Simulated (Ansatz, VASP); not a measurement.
CsO: VASP beside Ansatz

```
Cs O
1.0
    -2.26905    3.37575    3.75850
     2.26905   -3.37575    3.75850
     2.26905    3.37575   -3.75850
Cs O
2 2
Direct
  0.25000 0.25000 0.00000
  0.75000 0.75000 0.00000
  0.62000 0.00000 0.62000
  0.38000 0.00000 0.38000
```

Change from the starting cell: strain +0.050 along x and y, +0.000 along z, atoms carried along.

Alike in both runs: task single point; functional LDA; k mesh 8 × 8 × 8; occupations gaussian, width 0.05 eV; no spin polarisation.

|  | VASP | Ansatz |
| --- | --- | --- |
| version | VASP 6.6.1 | Ansatz 0.2.0 |
| potentials or method | VASP PAW LDA potentials, release 64 (Cs_sv, O), cutoff 520 eV | scalar-relativistic, plane waves, PAW |
| valence electrons in the cell | 30 | 30 |

Ansatz gave:

```
gap on the k mesh at the Fermi level (eV)                     : 1.44
least direct gap on the mesh (eV)                             : 1.55
pressure (GPa)                                                : -5.7
traceless stress, the component that is largest in VASP (GPa) : -2.87
rms of the force components (eV/Å)                            : 0.855
```

**Question.** What did VASP give for the same quantities?

**Answer.** gap on the k mesh at the Fermi level (eV): 1.43; least direct gap on the mesh (eV): 1.54; pressure (GPa): -5.5; traceless stress, the component that is largest in VASP (GPa): -2.76; rms of the force components (eV/Å): 0.807.

LDA's correlation is that of Perdew and Zunger in VASP and of Perdew and Wang (1992) in Ansatz. Atom by atom the forces differ by 0.048 eV/Å (rms over components).

Neither program's run includes spin-orbit coupling.
